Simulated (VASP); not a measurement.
# LaTe (I4/mmm) in VASP: a series of runs, part 2 of 2

VASP 6.6.1. The steps go on from the part before.

**3. Single point, LDA (equal xx and yy strain of +1 %)**

INCAR reads:

```
  PREC = Accurate
  ENCUT = 520
  EDIFF = 1E-7
  ISMEAR = -1
  SIGMA = 0.08
  LREAL = False
  LASPH = True
  NELM = 100
  ALGO = Normal
  ISIF = 2
  LWAVE = False
  LCHARG = False
  GGA = CA
  NBANDS = 16
```

KPOINTS reads:

```
regular mesh
0
Gamma
  10 10 10
```

POSCAR reads:

```
LaTe
1.0
    0.0000000000      3.2431100000      3.2110000000
    3.2431100000      0.0000000000      3.2110000000
    3.2431100000      3.2431100000      0.0000000000
La Te
1 1
Direct
    0.0000000000      0.0000000000      0.0000000000
    0.5000000000      0.5000000000      0.5000000000
```

Potentials or basis: VASP PAW LDA potentials, release 64 (La, Te).

Run with:

```bash
cat potpaw_LDA.64/La/POTCAR potpaw_LDA.64/Te/POTCAR > POTCAR
mpirun -np 1 vasp_std > vasp.out
```

OUTCAR:

```text
PREC = Accurate
   ENCUT = 520
   EDIFF = 1E-7
   ISMEAR = -1
   LREAL = False
   LASPH = True
   NELM = 100
   ISIF = 2
   GGA = CA

 ion  position               nearest neighbor table
   1  0.000  0.000  0.000-   2 3.21   2 3.21   2 3.24   2 3.24   2 3.24   2 3.24
   2  0.500  0.500  0.500-   1 3.21   1 3.21   1 3.24   1 3.24   1 3.24   1 3.24

  LATTYP: Found a body centered tetragonal cell.
 ALAT       =     4.5864501463
 C/A-ratio  =     1.4002114479

  Lattice vectors:

 A1 = (   0.0000000000,  -3.2431100000,  -3.2110000000)
 A2 = (   0.0000000000,   3.2431100000,  -3.2110000000)
 A3 = (   3.2431100000,   0.0000000000,   3.2110000000)

Analysis of symmetry for initial positions (statically):
=====================================================================
 Subroutine PRICEL returns:
 Original cell was already a primitive cell.

 Routine SETGRP: Setting up the symmetry group for a
 body centered tetragonal supercell.

 Subroutine GETGRP returns: Found 16 space group operations
 (whereof 16 operations were pure point group operations)
 out of a pool of 16 trial point group operations.

The static configuration has the point symmetry D_4h.

Analysis of symmetry for dynamics (positions and initial velocities):
=====================================================================
 Subroutine PRICEL returns:
 Original cell was already a primitive cell.

 Routine SETGRP: Setting up the symmetry group for a
 body centered tetragonal supercell.

 Subroutine GETGRP returns: Found 16 space group operations
 (whereof 16 operations were pure point group operations)
 out of a pool of 16 trial point group operations.

The dynamic configuration has the point symmetry D_4h.

 Subroutine INISYM returns: Found 16 space group operations
 (whereof 16 operations are pure point group operations),
 and found     1 'primitive' translations

----------------------------------------------------------------------------------------

                                     Primitive cell

  volume of cell :      67.5451

  direct lattice vectors                    reciprocal lattice vectors
     0.000000000  3.243110000  3.211000000    -0.154173001  0.154173001  0.155714731
     3.243110000  0.000000000  3.211000000     0.154173001 -0.154173001  0.155714731
     3.243110000  3.243110000  0.000000000     0.154173001  0.154173001 -0.155714731

  length of vectors
     4.563801428  4.563801428  4.586450146     0.267928546  0.267928546  0.267928546

  position of ions in fractional coordinates (direct lattice)
     0.000000000  0.000000000  0.000000000
     0.500000000  0.500000000  0.500000000

  ion indices of the primitive-cell ions
   primitive index   ion index
                 1           1
                 2           2

----------------------------------------------------------------------------------------

 KPOINTS: regular mesh

Automatic generation of k-mesh.
 Grid dimensions read from file:
 generate k-points for:   10   10   10

 Generating k-lattice:

  Cartesian coordinates                     Fractional coordinates (reciprocal lattice)
    -0.015417300  0.015417300  0.015571473     0.100000000  0.000000000  0.000000000
     0.015417300 -0.015417300  0.015571473     0.000000000  0.100000000  0.000000000
     0.015417300  0.015417300 -0.015571473     0.000000000  0.000000000  0.100000000

  Length of vectors
     0.026792855  0.026792855  0.026792855

  Shift w.r.t. Gamma in fractional coordinates (k-lattice)
     0.000000000  0.000000000  0.000000000

 Subroutine IBZKPT returns following result:
 ===========================================

 Found    102 irreducible k-points:

 Following reciprocal coordinates:
            Coordinates               Weight
  0.000000  0.000000  0.000000      1.000000
  0.100000  0.000000  0.000000      8.000000
  0.200000  0.000000  0.000000      8.000000
  0.300000 -0.000000  0.000000      8.000000
  0.400000  0.000000  0.000000      8.000000
  0.500000  0.000000  0.000000      4.000000
[... 16 lines left out ...]
  0.300000  0.300000  0.000000      2.000000
  0.400000  0.300000  0.000000      8.000000
 [... further k-points ...]
   k-points           NKPTS =    102   k-points in BZ     NKDIM =    102   number of bands    NBANDS=     16
   number of dos      NEDOS =    301   number of ions     NIONS =      2
   total plane-waves  NPLWV =  46656
   dimension x,y,z NGX =    36 NGY =   36 NGZ =   36
   dimension x,y,z NGXF=    72 NGYF=   72 NGZF=   72
   ions per type =               1   1
   NGX,Y,Z   is equivalent  to a cutoff of  13.11, 13.11, 13.05 a.u.
   NGXF,Y,Z  is equivalent  to a cutoff of  26.23, 26.23, 26.10 a.u.
 SYSTEM =  unknown system
   PREC   = accura    normal or accurate (medium, high low for compatibility)
   ISTART =      0    job   : 0-new  1-cont  2-samecut
   ICHARG =      2    charge: 1-file 2-atom 10-const
   ISPIN  =      1    spin polarized calculation?
   LNONCOLLINEAR =      F non collinear calculations
   LSORBIT =      F    spin-orbit coupling
   LASPH  =      T    aspherical Exc in radial PAW
   ENCUT  =  520.0 eV  38.22 Ry    6.18 a.u.   8.49  8.49  8.53*2*pi/ulx,y,z
   NELM   =    100;   NELMIN=  2; NELMDL= -5     # of ELM steps
   EDIFF  = 0.1E-06   stopping-criterion for ELM
   LREAL  =      F    real-space projection
   EDIFFG = 0.1E-05   stopping-criterion for IOM
   NSW    =      0    number of steps for IOM
   IBRION =     -1    ionic relax: 0-MD 1-quasi-New 2-CG
   NFREE  =      0    steps in history (QN), initial steepest desc. (CG)
   ISIF   =      2    stress and relaxation
   ISYM   =      2    0-nonsym 1-usesym 2-fastsym
   POTIM  = 0.5000    time-step for ionic-motion
   TEBEG  =    0.0;   TEEND  =   0.0 temperature during run
   PSTRESS=    0.0 pullay stress
   NELECT =      17.0000    total number of electrons
   NUPDOWN=      -1.0000    fix difference up-down
   EMIN   =  10.00;   EMAX   =-10.00  energy-range for DOS
   EFERMI =   0.00;   METHOD = LEGACY
   ISMEAR =    -1;   SIGMA  =   0.08  broadening in eV -4-tet -1-fermi 0-gaus
   EFERMI_NEDOS =   21; number of points for ismear=-14 and -15
   IALGO  =     38    algorithm
   IMIX   =      4    mixing-type and parameters
     AMIX     =   0.40;   BMIX     =  1.00
     AMIX_MAG =   1.60;   BMIX_MAG =  1.00
  volume/ion in A,a.u.               =      33.77       227.91
  Fermi-wavevector in a.u.,A,eV,Ry     =   1.033618  1.953254 14.535994  1.068365
  Thomas-Fermi vector in A             =   2.167873
   LORBIT       =      0    0 simple, 1 ext, 2 COOP (PROOUT), +10 PAW based schemes
   GGA     = CA    functional components
   LHFCALC =     F    Hartree Fock is set to
   AEXX    =    0.0000 exact exchange contribution
   IVDW    =     0    specifies the selected vdW correction
   LEPSILON=     F    determine dielectric tensor
   LRPA    =     F    only Hartree local field effects (RPA)
 non-spin polarized calculation
  energy-cutoff  :      520.00
  volume of cell :       67.55
 maximum number of plane-waves:      1842
 NGX is ok and might be reduce to    36
   NGX = 17   NGY = 17   NGZ = 17

 number of electron      16.9999999 magnetization

 Free energy of the ion-electron system (eV)
  ---------------------------------------------------
  ext. energy  EPLUGINS =         0.00000000
  ---------------------------------------------------
  free energy    TOTEN  =       -12.59855320 eV

  energy without entropy =      -12.56543071  energy(sigma->0) =      -12.58199196

 E-fermi :   8.0378     XC(G=0):  -9.6996

 val. band max:        8.0357022136   @ k =  -0.2000   0.4000   0.2000
 cond. band min:       8.0407110678   @ k =   0.1000   0.0000   0.0000
 fundamental gap:      0.0050088542
 Fermi energy:         8.0377695434

 k-point     1 :       0.0000    0.0000    0.0000
  band No.  band energies     occupation
      1     -25.2896      2.00000
      2      -8.9960      2.00000
      3      -8.9893      2.00000
      4      -8.9893      2.00000
      5      -4.2563      2.00000
      6       5.7368      2.00000
[... 8 lines left out ...]
     15       9.3837      0.00000
     16       9.3838      0.00000
[... 419 lines left out ...]
 k-point    24 :       0.4000    0.3000    0.0000
  band No.  band energies     occupation
      1     -25.2659      2.00000
      2      -9.2704      2.00000
      3      -9.0858      2.00000
      4      -9.0761      2.00000
      5      -3.7423      2.00000
      6       3.8584      2.00000
[... 8 lines left out ...]
     15       9.4303      0.00000
     16       9.5672      0.00000

 [... further k-points ...]
[... 5 lines left out ...]
  --------------------------------------------------------------------------------------
  -------------------------------------------------------------------------------------
  Total       -1.5076096     -1.5076096     -0.9891294      0.0000000      0.0000000      0.0000000
  in kB      -35.7606833    -35.7606833    -23.4622691      0.0000000      0.0000000      0.0000000
  external PRESSURE =     -31.6612119 kB  Pullay stress =       0.0000000 kB

 VOLUME and BASIS-vectors are now :
 -----------------------------------------------------------------------------
  energy-cutoff  :      520.00
  volume of cell :       67.55
      direct lattice vectors                 reciprocal lattice vectors
     0.000000000  3.243110000  3.211000000    -0.154173001  0.154173001  0.155714731
     3.243110000  0.000000000  3.211000000     0.154173001 -0.154173001  0.155714731
     3.243110000  3.243110000  0.000000000     0.154173001  0.154173001 -0.155714731

 POSITION                                       TOTAL-FORCE (eV/Angst)
 -----------------------------------------------------------------------------------
      0.00000      0.00000      0.00000         0.000000      0.000000      0.000000
      3.24311      3.24311      3.21100        -0.000000      0.000000      0.000000
 -----------------------------------------------------------------------------------
    total drift:                                0.000000      0.000000      0.000000

  FREE ENERGIE OF THE ION-ELECTRON SYSTEM (eV)
  ---------------------------------------------------
  free  energy   TOTEN  =       -12.5985532007 eV

  energy  without entropy=      -12.5654307105  energy(sigma->0) =      -12.58199196
```

OSZICAR:

```text
N       E                     dE             d eps       ncg     rms          rms(c)
DAV:   1     0.132172590923E+03    0.13217E+03   -0.57552E+03  3288   0.124E+03
DAV:   2     0.278585870576E+01   -0.12939E+03   -0.11664E+03  4104   0.187E+02
DAV:   3    -0.118491654559E+02   -0.14635E+02   -0.14320E+02  4688   0.957E+01
DAV:   4    -0.126669031754E+02   -0.81774E+00   -0.81231E+00  5640   0.182E+01
DAV:   5    -0.126843894891E+02   -0.17486E-01   -0.17402E-01  4312   0.245E+00    0.366E+00
DAV:   6    -0.126130574243E+02    0.71332E-01   -0.29274E-01  5248   0.448E+00    0.240E+00
DAV:   7    -0.126015772205E+02    0.11480E-01   -0.18548E-02  4216   0.788E-01    0.119E+00
DAV:   8    -0.125987595248E+02    0.28177E-02   -0.78060E-03  5504   0.450E-01    0.120E-01
DAV:   9    -0.125985871096E+02    0.17242E-03   -0.25040E-03  5376   0.273E-01    0.497E-02
DAV:  10    -0.125985534664E+02    0.33643E-04   -0.18169E-04  5536   0.107E-01    0.353E-02
DAV:  11    -0.125985545946E+02   -0.11283E-05   -0.64894E-05  5928   0.526E-02    0.964E-03
DAV:  12    -0.125985532585E+02    0.13361E-05   -0.75640E-06  5496   0.214E-02    0.411E-03
DAV:  13    -0.125985532007E+02    0.57850E-07   -0.46993E-07  4976   0.521E-03
   1 F= -.12598553E+02 E0= -.12581992E+02  d E =-.331225E-01
```

Wall time 2.3 min (1 thread of Oxide Virtual Turin-like, shared host); peak memory 0.25 GiB.

What came out:

```
Free energy : -12.5986 eV
Pressure    : -3.2 GPa
```

Caveat: the cell differs from its parent crystal (equal xx and yy strain of +1 %); spin-orbit coupling is left out, which moves the levels of the heavy elements.

**4. Single point, LDA (equal xx and yy strain of +2 %)**

INCAR reads:

```
  PREC = Accurate
  ENCUT = 520
  EDIFF = 1E-7
  ISMEAR = -1
  SIGMA = 0.08
  LREAL = False
  LASPH = True
  NELM = 60
  ALGO = Normal
  ISIF = 2
  LWAVE = False
  LCHARG = True
  LELF = True
  LVHAR = True
  NBANDS = 16
```

KPOINTS is that of step 3.

POSCAR reads:

```
LaTe
1.0
    0.0000000000      3.2752200000      3.2110000000
    3.2752200000      0.0000000000      3.2110000000
    3.2752200000      3.2752200000      0.0000000000
La Te
1 1
Direct
    0.0000000000      0.0000000000      0.0000000000
    0.5000000000      0.5000000000      0.5000000000
```

Run with:

```bash
cat potpaw_LDA.64/La/POTCAR potpaw_LDA.64/Te/POTCAR > POTCAR
mpirun -np 1 vasp_std > vasp.out
```

Run time: 2.3 min. Hardware: 1 thread of Oxide Virtual Turin-like, shared host; peak memory 0.25 GiB.

The run converged. Its results:

| Quantity | Value |
| --- | --- |
| Free energy | -12.5632 eV |
| Pressure | -4.1 GPa |

Stress tensor (GPa, compression positive):
```
-4.83  0.00  0.00
 0.00 -4.83  0.00
 0.00  0.00 -2.56
```

Levels at points of the mesh, in eV from the Fermi level:
| k point | band 6 | band 7 | band 8 | band 9 | band 10 | band 11 | band 12 | band 13 |
| --- | --- | --- | --- | --- | --- | --- | --- | --- |
| (0.00, 0.00, 0.00) | -2.32 | -2.32 | -2.26 | -0.04 | -0.04 | 0.09 | 0.59 | 0.64 |
| (0.50, 0.00, 0.00) | -5.14 | -3.81 | -3.80 | 0.69 | 0.98 | 0.98 | 1.17 | 1.18 |
| (0.50, 0.50, 0.00) | -3.55 | -2.75 | -2.75 | -1.52 | 1.05 | 1.06 | 1.14 | 1.14 |
| (0.50, 0.00, 0.50) | -3.66 | -2.71 | -2.66 | -1.52 | 1.06 | 1.08 | 1.13 | 1.14 |

Caveat: the cell differs from its parent crystal (equal xx and yy strain of +2 %); spin-orbit coupling is left out, which moves the levels of the heavy elements.

**5. Summary**

```csv
cell,gap on the mesh (eV),pressure (GPa)
"a = 4.518, b = 4.518, c = 4.496 Å, angles 60.2, 60.2, 59.7°, 2 atoms",none,-0.9
"a = 4.564, b = 4.564, c = 4.586 Å, angles 59.8, 59.8, 60.3°, 2 atoms",none,-3.2
"a = 4.587, b = 4.587, c = 4.632 Å, angles 59.7, 59.7, 60.7°, 2 atoms",none,-4.1
```

Alike in all rows: task single point; level LDA; potentials or basis VASP PAW LDA potentials, release 64 (La, Te); no spin polarisation; k mesh 10 × 10 × 10; cutoff (eV) 520; smearing fermi-dirac 0.08 eV.

Caveats: spin-orbit coupling is left out, which moves the levels of the heavy elements.

Absolute energies hang on the potentials; compare differences alone.
